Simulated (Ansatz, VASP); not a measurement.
# Sn4Se5: VASP beside Ansatz

```
Se Sn
1.0
     4.20411    0.00000    0.00000
    -2.10205    3.64087    0.00000
     0.00000    0.00000   28.73057
Se Sn
5 4
Direct
  0.33333 0.66667 0.26105
  0.00000 0.00000 0.38052
  0.66667 0.33333 0.50000
  0.33333 0.66667 0.61948
  0.00000 0.00000 0.73895
  0.66667 0.33333 0.32078
  0.33333 0.66667 0.44026
  0.00000 0.00000 0.55974
  0.66667 0.33333 0.67922
```

Alike in both runs: task single point; functional PBEsol; k mesh 9 × 9 × 1; occupations methfessel-paxton of order 1, width 0.2 eV; no spin polarisation.

|  | VASP | Ansatz |
| --- | --- | --- |
| version | VASP 6.6.1 | Ansatz 0.2.0 |
| potentials or method | VASP PAW PBE potentials, release 64 (Se, Sn_d), cutoff 520 eV | scalar-relativistic, plane waves, PAW |
| valence electrons in the cell | 86 | 136 |

|  | VASP | Ansatz | Ansatz less VASP |
| --- | --- | --- | --- |
| gap on the k mesh at the Fermi level (eV) | none | none | - |
| rms of the force components (eV/Å) | 0.712 | 0.713 | +0.0015 |
| work function, face that differs most (eV) | 5.86 | 5.86 | +0.001 |

VASP's potentials were made for PBE, not for PBEsol. A gap of «none» marks a metal or a gap that the smearing closes. VASP's potentials hold 86 valence electrons a cell and Ansatz's 136, so a difference there can come from the potentials and not from the codes.
